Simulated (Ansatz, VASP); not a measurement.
## CoSi3 in VASP and in Ansatz

The input INCAR:

```
SYSTEM = CoSi3
ALGO = Normal
EDIFF = 1E-6
ENCUT = 520
GGA = PE
ISIF = 2
ISMEAR = 0
ISPIN = 2
LASPH = .TRUE.
LCHARG = .FALSE.
LMAXMIX = 4
LORBIT = 11
LREAL = .FALSE.
LWAVE = .FALSE.
MAGMOM = 0 0 0 2
NBANDS = 22
NELM = 150
PREC = Accurate
SIGMA = 0.1
```

File KPOINTS:

```
k-points
0
G
  12 12 12
  0 0 0
```

POSCAR

```
CoSi3
1.0
    0.0000000000      2.9871353783      2.9871353783
    2.9871353783      0.0000000000      2.9871353783
    2.9871353783      2.9871353783      0.0000000000
Si Co
3 1
Direct
    0.2500000000      0.2500000000      0.2500000000
    0.7500000000      0.7500000000      0.7500000000
    0.5000000000      0.5000000000      0.5000000000
    0.0000000000      0.0000000000      0.0000000000
```

Input for Ansatz:

```yaml
crystal:
  lattice:
    - [0.0, 2.9871353783, 2.9871353783]
    - [2.9871353783, 0.0, 2.9871353783]
    - [2.9871353783, 2.9871353783, 0.0]
  atoms:
    - { symbol: Si, position: [0.25, 0.25, 0.25] }
    - { symbol: Si, position: [0.75, 0.75, 0.75] }
    - { symbol: Si, position: [0.5, 0.5, 0.5] }
    - { symbol: Co, position: [0.0, 0.0, 0.0], spin: 2.0 }
basis:
  ecutwfc: 420
kpoints:
  mp_grid: { grid: [12, 12, 12] }
hamiltonian:
  xc: pbe
scf:
  occupations: { method: gaussian, width: 0.1 }
  lower_state_search: "off"
output:
  forces: true
  stress: true
  eigenvalues: true
  populations: true
magnetization:
  spin_polarized: true
```

Alike in both runs: task single point; functional PBE; k mesh 12 × 12 × 12; occupations gaussian, width 0.1 eV; collinear spin.

```csv
,VASP,Ansatz
version,VASP 6.6.1,Ansatz 0.2.0
potentials or method,"VASP PAW PBE potentials, release 64 (Si, Co), cutoff 520 eV","scalar-relativistic, plane waves, PAW"
valence electrons in the cell,21,29
```

VASP gave:

```
gap on the k mesh at the Fermi level (eV)                     : none
pressure (GPa)                                                : -4.8
net moment per atom (μB)                                      : 0.04
size of the moment on the site where the two differ most (μB) : 0.17
```

Task: What did Ansatz give for the same quantities?

Result: gap on the k mesh at the Fermi level (eV): none; pressure (GPa): -4.7; net moment per atom (μB): 0.05; size of the moment on the site where the two differ most (μB): 0.20.

Site moments also hang on the region over which each program counts them. A gap of «none» marks a metal or a gap that the smearing closes. VASP's potentials hold 21 valence electrons a cell and Ansatz's 29, so a difference there can come from the potentials and not from the codes. Ansatz's warnings: seeded moment not kept.
